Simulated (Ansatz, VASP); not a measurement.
# Two plane-wave programs on MgS

The input POSCAR:

```
MgS
1.0
    0.0000000000      2.5669177485      2.5669177485
    2.5669177485      0.0000000000      2.5669177485
    2.5669177485      2.5669177485      0.0000000000
Mg S
1 1
Direct
    0.0000000000      0.0000000000      0.0000000000
    0.5000000000      0.5000000000      0.5000000000
```

The input INCAR.step1:

```
PREC = Accurate ; ENCUT = 520
EDIFF = 1E-5 ; ISMEAR = 0
SIGMA = 0.01 ; LREAL = False
LASPH = True ; NELM = 60
ALGO = Normal ; ISIF = 2
LWAVE = True ; LCHARG = False
NBANDS = 11 ; GGA = PE
```

The input INCAR.step2:

```
PREC = Accurate ; ENCUT = 520
EDIFF = 1E-6 ; ISMEAR = 0
SIGMA = 0.01 ; LREAL = False
LASPH = True ; NELM = 60
ALGO = Normal ; ISIF = 2
LWAVE = False ; LCHARG = False
GGA = PE ; LHFCALC = True
HFSCREEN = 0.2079 ; PRECFOCK = Normal
NBANDS = 11 ; ISTART = 1
```

The input KPOINTS:

```
Automatic mesh
0
Gamma
  6 6 6
```

Input for Ansatz:

```yaml
crystal:
  lattice:
    - [0.0, 2.5669177485, 2.5669177485]
    - [2.5669177485, 0.0, 2.5669177485]
    - [2.5669177485, 2.5669177485, 0.0]
  atoms:
    - { symbol: Mg, position: [0.0, 0.0, 0.0] }
    - { symbol: S, position: [0.5, 0.5, 0.5] }
kpoints:
  mp_grid: { grid: [6, 6, 6] }
  band_path:
    path:
      - [0.0, 0.0, 0.0]
      - [0.5, 0.0, 0.5]
      - [0.625, 0.25, 0.625]
      - [0.375, 0.375, 0.75]
      - [0.5, 0.5, 0.5]
      - [0.5, 0.25, 0.75]
    npoints: 1
hamiltonian:
  xc: hse06
scf:
  occupations: { method: fixed }
  n_extra_bands: 4
output:
  forces: true
  stress: true
  eigenvalues: true
```

Change from the starting cell: hydrostatic strain -1.3%.

Alike in both runs: task single point; functional HSE06; k mesh 6 × 6 × 6; no spin polarisation.

|  | VASP | Ansatz |
| --- | --- | --- |
| version | VASP 6.6.1 | Ansatz 0.2.0 |
| potentials or method | VASP PAW PBE potentials, release 64 (Mg, S) | plane waves, PAW |
| plane-wave cutoff (eV) | 520 | 420 |
| occupations | gaussian, width 0.01 eV | fixed |
| valence electrons in the cell | 8 | 16 |

```csv
,VASP,Ansatz,Ansatz less VASP
gap on the k mesh at the Fermi level (eV),3.85,3.90,+0.052
pressure (GPa),2.7,3.0,+0.33
```

VASP's potentials hold 8 valence electrons a cell and Ansatz's 16, so a difference there can come from the potentials and not from the codes. Ansatz's warnings: stress exchange threshold loose, stress scf threshold loose.
